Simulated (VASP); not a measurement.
# Rb2YAgF6 (P1) in VASP: a series of runs, part 2 of 2

VASP 6.6.1. Earlier steps stand in the parts before.

### 3 Single point, LDA

Input file INCAR:

```
PREC = Accurate
ENCUT = 520
EDIFF = 1E-6
ISMEAR = -1
SIGMA = 0.05
LREAL = Auto
LASPH = T
NELM = 80
ALGO = Normal
ISIF = 2
LWAVE = F
LCHARG = F
NBANDS = 190
```

Input file KPOINTS:

```
regular mesh
0
Gamma
  1 1 1
```

Input file POSCAR:

```
Rb2YAgF6
1.0
    9.1773740000      0.0000000000      0.0000000000
    0.0000000000      9.1773740000      0.0000000000
    0.0000000000      0.0000000000      9.1773740000
Rb Y Ag F
8 4 4 24
Direct
    0.7224288778      0.6992632097      0.8353696820
    0.2275487520      0.2445797676      0.2604448724
    0.2405590096      0.2841553586      0.7667770759
    0.8031709289      0.7838298842      0.2502785655
    0.2863673203      0.7143437763      0.2890587220
    0.7880794659      0.2273090320      0.7730315883
    0.7547583873      0.2427709713      0.1962761897
    0.2973617508      0.7787412826      0.7649029014
    0.5158992104      0.4965145803      0.4867296462
   -0.0043803380     -0.0179136210      0.4912407405
    0.0087497796      0.4941282768     -0.0118661395
    0.4953050840      0.0150696703     -0.0101227214
   -0.0051430834     -0.0295945224     -0.0099374832
    0.4548359912      0.4954249440      0.0161266175
    0.5082499634      0.0323948877      0.4679770052
   -0.0446532962      0.5179368303      0.5204865793
    0.2755145426      0.4647625781      0.4869039880
    0.4515343932      0.4424250336      0.2608153487
    0.7428268696      0.4646971999      0.4233346053
    0.4955774931      0.2853975440      0.5462564782
    0.5404814057      0.7550743818      0.4715837014
    0.4988355057      0.6112641808      0.6941855045
    0.7705690103      0.0027458835      0.3919748721
    0.0438142763      0.0674049025      0.2901810474
    0.2254239611     -0.0695514861      0.5162152049
    0.0021792726      0.7617974379      0.4566338911
   -0.0315776605      0.2139174016      0.5316553515
   -0.0898405143     -0.0638526881      0.7069996276
    0.7644125651      0.4709844014      0.0041624107
   -0.0682875080      0.5179586230      0.7597816107
    0.2231684140      0.5511925307     -0.0499380324
    0.0265871261      0.2479576402     -0.0419401018
   -0.0113431141      0.7462156386      0.0275677988
    0.0729184623      0.4774132557      0.2018551276
    0.2276141301      0.0180334810     -0.0269684988
    0.4529618167      0.0422669927      0.7567306290
    0.7219276451     -0.0269249134     -0.0550157376
    0.5108106088      0.7953800292      0.0526403304
    0.5507239871      0.2714393028     -0.0034977326
    0.4814558064      0.0297034860      0.2218499540
```

Potentials or basis: VASP PAW LDA potentials, release 64 (Rb_sv, Y_sv, Ag, F).

Launch:

```console
cat potpaw_LDA.64/Rb_sv/POTCAR potpaw_LDA.64/Y_sv/POTCAR potpaw_LDA.64/Ag/POTCAR potpaw_LDA.64/F/POTCAR > POTCAR
mpirun -np 1 vasp_gam > vasp.out
```

OUTCAR:

```text
PREC = Accurate
   ENCUT = 520
   EDIFF = 1E-6
   ISMEAR = -1
   LREAL = Auto
   LASPH = T
   NELM = 80
   ISIF = 2

 ion  position               nearest neighbor table
   1  0.722  0.699  0.835-  22 2.56  29 2.63  30 2.63  37 2.71  38 2.92  28 3.01  33 3.04  14 3.50
                            11 3.52  21 3.77  13 3.80  12 3.84   4 3.96  16 3.96   8 4.02   9 4.16
   2  0.228  0.245  0.260-  24 2.36  34 2.62  18 2.74  17 2.93  40 3.07  32 3.33  35 3.36  27 3.45
                            20 3.62  25 3.72  15 3.75  14 3.83  39 3.84  10 3.85  11 3.94  12 4.08
   3  0.241  0.284  0.767-  32 2.65  36 2.96  31 2.98  17 3.07  35 3.09  20 3.09  27 3.36  11 3.52
[... 482 lines left out ...]
  external PRESSURE =     -25.9143700 kB  Pullay stress =       0.0000000 kB

 VOLUME and BASIS-vectors are now :
 -----------------------------------------------------------------------------
  energy-cutoff  :      520.00
  volume of cell :      772.96
      direct lattice vectors                 reciprocal lattice vectors
     9.177374000  0.000000000  0.000000000     0.108963632  0.000000000  0.000000000
     0.000000000  9.177374000  0.000000000     0.000000000  0.108963632  0.000000000
     0.000000000  0.000000000  9.177374000     0.000000000  0.000000000  0.108963632

 POSITION                                       TOTAL-FORCE (eV/Angst)
 -----------------------------------------------------------------------------------
      6.63000      6.41740      7.66650         0.143886      0.707010     -0.279389
      2.08830      2.24460      2.39020         0.856634      0.532543      0.107700
      2.20770      2.60780      7.03700         0.429011     -0.400444     -0.677050
      7.37100      7.19350      2.29690        -0.735754     -0.824957     -0.448261
      2.62810      6.55580      2.65280        -0.249438      0.274728      0.075311
      7.23250      2.08610      7.09440        -0.177653     -0.216825     -0.292345
[... 32 lines left out ...]
      5.05420      2.49110      9.14527        -0.565643     -1.280715     -0.309963
      4.41850      0.27260      2.03600        -0.032711      0.481979     -0.323388
 -----------------------------------------------------------------------------------
    total drift:                               -0.007554     -0.014894     -0.000102

  FREE ENERGIE OF THE ION-ELECTRON SYSTEM (eV)
  ---------------------------------------------------
  free  energy   TOTEN  =      -218.9650305435 eV

  energy  without entropy=     -218.9650305433  energy(sigma->0) =     -218.96503054
```

OSZICAR:

```text
N       E                     dE             d eps       ncg     rms          rms(c)
DAV:   1     0.374565155625E+04    0.37457E+04   -0.19629E+05   380   0.175E+03
DAV:   2     0.155352245812E+03   -0.35903E+04   -0.34626E+04   482   0.446E+02
DAV:   3    -0.223935234425E+03   -0.37929E+03   -0.37721E+03   432   0.151E+02
[... 11 lines left out ...]
DAV:  15    -0.218965045897E+03    0.18635E-04   -0.13385E-04   488   0.450E-02    0.267E-02
DAV:  16    -0.218965037684E+03    0.82135E-05   -0.80847E-05   456   0.337E-02    0.191E-02
DAV:  17    -0.218965032598E+03    0.50862E-05   -0.18166E-05   448   0.168E-02    0.104E-02
DAV:  18    -0.218965030559E+03    0.20384E-05   -0.11000E-05   432   0.125E-02    0.432E-03
DAV:  19    -0.218965030543E+03    0.15825E-07   -0.30385E-06   352   0.596E-03
   1 F= -.21896503E+03 E0= -.21896503E+03  d E =-.211138E-09
```

Run time: 7.6 min. Hardware: 1 thread of Oxide Virtual Turin-like, shared host; peak memory 0.49 GiB.

What came out:

| Quantity | Value |
| --- | --- |
| Free energy | -218.9650 eV |
| Pressure | -2.6 GPa |
| Largest force | 2.043 eV/Å |
| Band gap on the k mesh | 2.40 eV |

Forces on the atoms (eV/Å):
```
Rb   0.144  0.707 -0.279
Rb   0.857  0.533  0.108
Rb   0.429 -0.400 -0.677
Rb  -0.736 -0.825 -0.448
Rb  -0.249  0.275  0.075
Rb  -0.178 -0.217 -0.292
Rb   0.186 -0.028  0.661
Rb  -0.512  0.424 -0.323
Y   -0.549  1.659 -0.355
Y   -0.562  1.279  1.439
Y   -1.709  0.240 -0.003
Y   -0.613  0.894 -0.231
Ag  -0.177  1.188 -0.478
Ag   0.380 -0.045  0.128
Ag   0.071 -0.446  0.453
Ag   0.534 -0.132 -0.378
F    0.239  0.523  0.327
F    0.474  0.540  0.031
F   -0.556  0.037 -0.116
F    0.295 -1.207  0.466
F   -0.238 -0.674 -0.898
F    0.076 -1.325  0.274
F    0.091  0.452  0.568
F   -0.518 -0.699 -1.286
F    0.086  0.404  0.039
F   -0.177 -1.666 -0.478
F    0.282  0.292  0.608
F    0.281  0.258  0.094
F    0.947  0.146  0.286
F    0.570 -0.302  0.553
F    0.925 -0.098 -0.475
F   -0.328  1.082  0.196
F   -0.182 -2.033 -0.086
F   -0.300  0.089  0.346
F    1.703  0.038  0.082
F    0.229 -0.166  0.635
F   -0.261  0.596  0.560
F   -0.356 -0.593 -0.491
F   -0.566 -1.281 -0.310
F   -0.033  0.482 -0.323
```

Caveat: the k points lie up to 0.68 Å⁻¹ apart; forces of over 1 eV/Å act on the atoms, so gaps and moduli don't describe the material at rest. A k mesh can miss the band edges.

### 4 Single point, LDA

Input file INCAR:

```
  ALGO = Normal
  EDIFF = 1E-6
  ENCUT = 520
  GGA = CA
  ISIF = 2
  ISMEAR = -1
  LASPH = True
  LCHARG = False
  LREAL = Auto
  LWAVE = False
  NBANDS = 190
  NELM = 100
  PREC = Accurate
  SIGMA = 0.05
```

Input file KPOINTS:

```
k-points
0
Gamma
  1 1 1
```

Input file POSCAR:

```
Rb2YAgF6
1.0
    9.1773740000      0.0000000000      0.0000000000
    0.0000000000      9.1773740000      0.0000000000
    0.0000000000      0.0000000000      9.1773740000
Rb Y Ag F
8 4 4 24
Direct
    0.7223090178      0.7459105404      0.7104537747
    0.3162015627      0.2530462418      0.2611967214
    0.2171645179      0.2691292738      0.7887659367
    0.7947480401      0.7622114997      0.2510195182
    0.3123333537      0.7788393499      0.2798295024
    0.7532111037      0.2269276593      0.7481878803
    0.7467277677      0.2809736206      0.2573067198
    0.2068238692      0.7425653569      0.7875673368
    0.4875904589      0.4790912956      0.5048394018
    0.0372655620      0.0163990266      0.4952723949
   -0.0459390671      0.4785246847     -0.0260314116
    0.4792111556     -0.0192429773      0.0019177599
   -0.0075511797     -0.0056334198      0.0012094963
    0.4856400099      0.5189392957     -0.0167150211
    0.5145044759     -0.0101009287      0.5379534494
    0.0387147783      0.5561394796      0.4359525938
    0.2641932213      0.4131574021      0.4343072430
    0.5353383223      0.4954031513      0.2630055177
    0.7336848210      0.4725643741      0.5279396917
    0.5098299361      0.2556177835      0.5219793810
    0.4777074575      0.6994593443      0.5349787423
    0.4883858934      0.4878628680      0.7458451622
    0.7657310250      0.0449039126      0.5199199684
    0.0355221439     -0.0340075494      0.2709162774
    0.2506272491      0.0719595823      0.5005244420
    0.0887617743      0.7867719023      0.5179477267
    0.0413734909      0.2227543522      0.5422575129
    0.0002179273     -0.0321006859      0.7220148160
    0.6967352535      0.4984214439     -0.0999741320
    0.0196897282      0.5262507554      0.7506504584
    0.1604053621      0.4459772480      0.0452743889
   -0.0855909327      0.2453643057     -0.0121494449
   -0.0388019492      0.7221346760     -0.0115937304
   -0.0724281260      0.5097318688      0.2215012704
    0.2556504726     -0.0238085535     -0.0417657600
    0.4598483183     -0.0975006576      0.7640747778
    0.7273213449     -0.0622291300      0.0324057841
    0.4560999693      0.7439600914      0.0452090108
    0.4961767931      0.2127405944     -0.0580013411
    0.4391234355      0.0012639781      0.2319290900
```

Potentials or basis: VASP PAW LDA potentials, release 64 (Rb_sv, Y_sv, Ag, F).

Launch:

```console
cat potpaw_LDA.64/Rb_sv/POTCAR potpaw_LDA.64/Y_sv/POTCAR potpaw_LDA.64/Ag/POTCAR potpaw_LDA.64/F/POTCAR > POTCAR
mpirun -np 1 vasp_gam > vasp.out
```

OUTCAR:

```text
EDIFF = 1E-6
   ENCUT = 520
   GGA = CA
   ISIF = 2
   ISMEAR = -1
   LASPH = True
   LREAL = Auto
   NELM = 100
   PREC = Accurate

 ion  position               nearest neighbor table
   1  0.722  0.746  0.710-  21 2.80  36 2.85  29 2.87  19 3.02  22 3.21  28 3.27  23 3.28  15 3.34
                            33 3.37  30 3.41  37 3.44   9 3.77  26 3.82  14 3.91  11 4.05  12 4.10
   2  0.316  0.253  0.261-  17 2.22  40 2.59  25 2.82  20 2.98  18 3.00  31 3.02  39 3.38   9 3.43
                            27 3.62  24 3.69  12 3.76  35 3.81  14 3.86  15 3.95   7 3.96  10 3.99
   3  0.217  0.269  0.789-  27 2.81  31 2.91  39 2.97  30 3.00  35 3.13  25 3.22  22 3.22  32 3.33
                            28 3.46  11 3.52  17 3.54  20 3.64  13 3.80  14 3.81  10 3.92  12 4.08
   4  0.795  0.762  0.251-  34 2.63  37 2.65  33 2.88  24 2.90  16 3.39  18 3.42  23 3.59  13 3.62
                            38 3.64  26 3.65  19 3.72  11 3.92  10 3.93  12 4.20  15 4.23   1 4.27
   5  0.312  0.779  0.280-  40 2.39  38 2.55  21 2.88  26 3.00  24 3.07  18 3.31  25 3.41  35 3.50
                            12 3.50  16 3.54  15 3.58  17 3.67   9 3.80  10 3.88  14 3.95   2 4.36
   6  0.753  0.227  0.748-  32 2.66  23 2.68  29 2.90  39 2.96  19 3.03  20 3.06  27 3.25  28 3.29
                            22 3.41  11 3.61  15 3.64  30 3.68  37 3.73  13 3.84  10 3.99   9 4.04
   7  0.747  0.281  0.257-  34 2.70  18 2.76  32 2.93  19 3.05  23 3.25  20 3.27  11 3.70  39 3.75
                             9 3.76  37 3.77  27 3.80  40 3.82   2 3.96  16 4.03  14 4.10  13 4.19
   8  0.207  0.743  0.788-  30 2.65  35 2.69  26 2.73  36 2.76  28 2.87  33 2.92  38 3.29  21 3.42
                            22 3.51  13 3.61  31 3.63  14 3.74  11 3.77  12 3.86  16 3.96  10 3.99
   9  0.488  0.479  0.505-  21 2.04  20 2.07  22 2.21  17 2.23  18 2.27  19 2.27   2 3.43   7 3.76
                             1 3.77   5 3.80   6 4.04   3 4.08   8 4.38   4 4.49
  10  0.037  0.016  0.495-  27 1.94  25 2.02  24 2.11  28 2.15  26 2.17  23 2.52   5 3.88   3 3.92
                             4 3.93   2 3.99   6 3.99   8 3.99   7 4.22   1 4.29
  11  0.954  0.479  0.974-  31 2.03  32 2.17  30 2.18  33 2.24  34 2.30  29 2.46   3 3.52   6 3.61
                             7 3.70   8 3.77   4 3.92   1 4.05   2 4.72
  12  0.479  0.981  0.002-  35 2.09  40 2.15  39 2.20  38 2.22  36 2.30  37 2.33   5 3.50   2 3.76
                             8 3.86   3 4.08   1 4.10   6 4.10   4 4.20   7 4.37
  13  0.992  0.994  0.001-  32 2.42  35 2.45  37 2.50  33 2.52  24 2.52  28 2.57   8 3.61   4 3.62
                             3 3.80   6 3.84   7 4.19   1 4.30   5 4.37   2 4.49
  14  0.486  0.519  0.983-  29 2.09  38 2.16  22 2.20  18 2.62   8 3.74   3 3.81   2 3.86   1 3.91
[... 257 lines left out ...]
 Free energy of the ion-electron system (eV)
  ---------------------------------------------------
  ext. energy  EPLUGINS =         0.00000000
  ---------------------------------------------------
  free energy    TOTEN  =      -218.56498160 eV

  energy without entropy =     -218.56498159  energy(sigma->0) =     -218.56498159

 E-fermi :   0.8653     XC(G=0):  -9.2162

 val. band max:       -0.1644230199   @ k =   0.0000   0.0000   0.0000
 cond. band min:       1.8942406382   @ k =   0.0000   0.0000   0.0000
 fundamental gap:      2.0586636581
 Fermi energy:         0.8652544371

 k-point     1 :       0.0000    0.0000    0.0000
  band No.  band energies     occupation
      1     -41.1076      2.00000
      2     -41.0889      2.00000
      3     -40.4877      2.00000
      4     -40.0519      2.00000
      5     -25.6916      2.00000
      6     -25.5332      2.00000
[... 168 lines left out ...]
    175       4.9460      0.00000
    176       5.0839      0.00000
 [bands above 176 left out]

------------------------ aborting loop because EDIFF is reached ----------------------------------------

  FORCE on cell =-STRESS in cart. coord.  units (eV):
  Direction    XX          YY          ZZ          XY          YZ          ZX
  --------------------------------------------------------------------------------------
  -------------------------------------------------------------------------------------
  Total      -14.7268660     -3.4374928    -16.3447782     -1.1184853      5.8003843     -3.0360204
  in kB      -30.5256997     -7.1252005    -33.8792916     -2.3183850     12.0229782     -6.2930326
  external PRESSURE =     -23.8433973 kB  Pullay stress =       0.0000000 kB

 VOLUME and BASIS-vectors are now :
 -----------------------------------------------------------------------------
  energy-cutoff  :      520.00
  volume of cell :      772.96
      direct lattice vectors                 reciprocal lattice vectors
     9.177374000  0.000000000  0.000000000     0.108963632  0.000000000  0.000000000
     0.000000000  9.177374000  0.000000000     0.000000000  0.108963632  0.000000000
     0.000000000  0.000000000  9.177374000     0.000000000  0.000000000  0.108963632

 POSITION                                       TOTAL-FORCE (eV/Angst)
 -----------------------------------------------------------------------------------
      6.62890      6.84550      6.52010         0.172832     -0.305148      0.351956
      2.90190      2.32230      2.39710        -0.015299     -1.161090     -1.606979
      1.99300      2.46990      7.23880         0.357605     -0.235954     -0.371335
      7.29370      6.99510      2.30370        -0.104027      0.090221     -0.254774
      2.86640      7.14770      2.56810        -0.916599     -0.854857      0.627181
      6.91250      2.08260      6.86640        -0.406148      0.260967     -0.478281
[... 32 lines left out ...]
      4.55360      1.95240      8.64507        -0.101345     -0.870670      0.455667
      4.03000      0.01160      2.12850         0.842156      0.515101     -0.448181
 -----------------------------------------------------------------------------------
    total drift:                               -0.003040      0.012022      0.004266

  FREE ENERGIE OF THE ION-ELECTRON SYSTEM (eV)
  ---------------------------------------------------
  free  energy   TOTEN  =      -218.5649815969 eV

  energy  without entropy=     -218.5649815920  energy(sigma->0) =     -218.56498159
```

OSZICAR:

```text
N       E                     dE             d eps       ncg     rms          rms(c)
DAV:   1     0.368273910452E+04    0.36827E+04   -0.19648E+05   388   0.175E+03
DAV:   2     0.132381659631E+03   -0.35504E+04   -0.34463E+04   466   0.450E+02
DAV:   3    -0.224101529403E+03   -0.35648E+03   -0.35433E+03   432   0.146E+02
DAV:   4    -0.245243659868E+03   -0.21142E+02   -0.21098E+02   552   0.266E+01
DAV:   5    -0.245973501875E+03   -0.72984E+00   -0.72938E+00   560   0.494E+00    0.829E+01
DAV:   6    -0.219369881821E+03    0.26604E+02   -0.11864E+02   496   0.319E+01    0.695E+01
DAV:   7    -0.219039760754E+03    0.33012E+00   -0.14484E+01   456   0.940E+00    0.368E+01
DAV:   8    -0.218616830004E+03    0.42293E+00   -0.20852E+00   440   0.440E+00    0.209E+00
DAV:   9    -0.218567007307E+03    0.49823E-01   -0.70550E-01   440   0.234E+00    0.110E+00
DAV:  10    -0.218566698594E+03    0.30871E-03   -0.11605E-01   424   0.104E+00    0.526E-01
DAV:  11    -0.218565849914E+03    0.84868E-03   -0.15568E-02   512   0.460E-01    0.299E-01
DAV:  12    -0.218565325949E+03    0.52397E-03   -0.72722E-03   464   0.286E-01    0.197E-01
DAV:  13    -0.218565081946E+03    0.24400E-03   -0.17248E-03   472   0.149E-01    0.872E-02
DAV:  14    -0.218565015010E+03    0.66936E-04   -0.46373E-04   448   0.678E-02    0.366E-02
DAV:  15    -0.218564998875E+03    0.16135E-04   -0.11479E-04   576   0.356E-02    0.291E-02
DAV:  16    -0.218564986049E+03    0.12827E-04   -0.25455E-05   464   0.216E-02    0.120E-02
DAV:  17    -0.218564981565E+03    0.44840E-05   -0.20168E-05   440   0.160E-02    0.656E-03
DAV:  18    -0.218564981597E+03   -0.32167E-07   -0.52159E-06   408   0.708E-03
   1 F= -.21856498E+03 E0= -.21856498E+03  d E =-.497645E-08
```

stdout:

```text
POSCAR found type information on POSCAR RbY AgF
 POSCAR found :  4 types and      40 ions
 scaLAPACK will be used
 LDA part: xc-table for (Slater(with rela. corr.)+CA(PZ))
 , standard interpolation
 POSCAR, INCAR and KPOINTS ok, starting setup
 FFT: planning ... GRIDC
 FFT: planning ... GRID_SOFT
 FFT: planning ... GRID
 WAVECAR not read
 entering main loop
```

Run time: 7.3 min. Hardware: 1 thread of Oxide Virtual Turin-like, shared host; peak memory 0.49 GiB.

Results:

| Item | Value |
| --- | --- |
| Free energy | -218.5650 eV |
| Pressure | -2.4 GPa |
| Largest force | 3.132 eV/Å |
| Band gap on the k mesh | 2.06 eV |

Forces on the atoms (eV/Å):
```
Rb   0.173 -0.305  0.352
Rb  -0.015 -1.161 -1.607
Rb   0.358 -0.236 -0.371
Rb  -0.104  0.090 -0.255
Rb  -0.917 -0.855  0.627
Rb  -0.406  0.261 -0.478
Rb  -0.069 -0.079  0.377
Rb   0.136  0.193 -0.088
Y    1.133 -0.513  0.429
Y   -1.653 -1.882  0.627
Y   -1.462  1.805 -0.108
Y    1.047 -0.412 -1.130
Ag  -0.204 -0.471 -0.174
Ag  -0.699 -0.520  0.623
Ag  -0.217  0.424  0.025
Ag   0.062 -0.300  0.395
F   -0.248  2.286  1.757
F   -0.297 -0.167  0.563
F   -0.707  0.285 -0.377
F    0.193 -1.033 -0.171
F   -0.086  1.422 -0.417
F   -1.099 -0.216 -1.425
F    0.405 -0.559 -0.511
F   -0.254  0.025 -0.736
F    1.757 -0.549 -0.119
F    0.041 -0.990 -0.442
F   -0.755  2.791  0.568
F   -0.082  0.212  0.535
F    3.086 -0.223  0.490
F   -0.106 -0.657  0.643
F    0.908 -0.265 -0.201
F    0.250  0.277  0.083
F    0.042 -0.600  0.075
F   -0.109 -0.242 -0.441
F   -0.571  0.446  0.434
F    0.654  0.469  0.693
F   -0.943  0.544 -0.215
F    0.018  1.059 -0.037
F   -0.101 -0.871  0.456
F    0.842  0.515 -0.448
```

Stress tensor (GPa, compression positive):
```
-3.05 -0.23 -0.63
-0.23 -0.71  1.20
-0.63  1.20 -3.39
```

Levels at points of the mesh, in eV from the valence-band top:
```
           k point  band 160  band 161  band 162  band 163  band 164  band 165  band 166  band 167  band 168  band 169
(0.00, 0.00, 0.00)     -0.87     -0.82     -0.73     -0.24      0.00      2.06      3.02      3.25      3.57      4.62
```

Caveat: the k points lie up to 0.68 Å⁻¹ apart; forces of over 1 eV/Å act on the atoms, so gaps and moduli don't describe the material at rest. A k mesh can miss the band edges.

### 5 Overview

```csv
cell,gap on the mesh (eV),pressure (GPa),largest force (eV/Å)
"as given, atomic positions A",2.46,-2.3,3.66
"as given, atomic positions B",2.40,-2.6,2.04
"as given, atomic positions C",2.06,-2.4,3.13
```

Alike in all rows: task single point; level LDA; potentials or basis VASP PAW LDA potentials, release 64 (Rb_sv, Y_sv, Ag, F); no spin polarisation; k mesh 1 × 1 × 1; cutoff (eV) 520; smearing fermi-dirac 0.05 eV.

Caveats: all runs use coarse meshes; forces of over 1 eV/Å act on the atoms, so gaps and moduli don't describe the material at rest.

Total energies depend on the potentials used, so only differences within one code and one set of settings carry meaning.
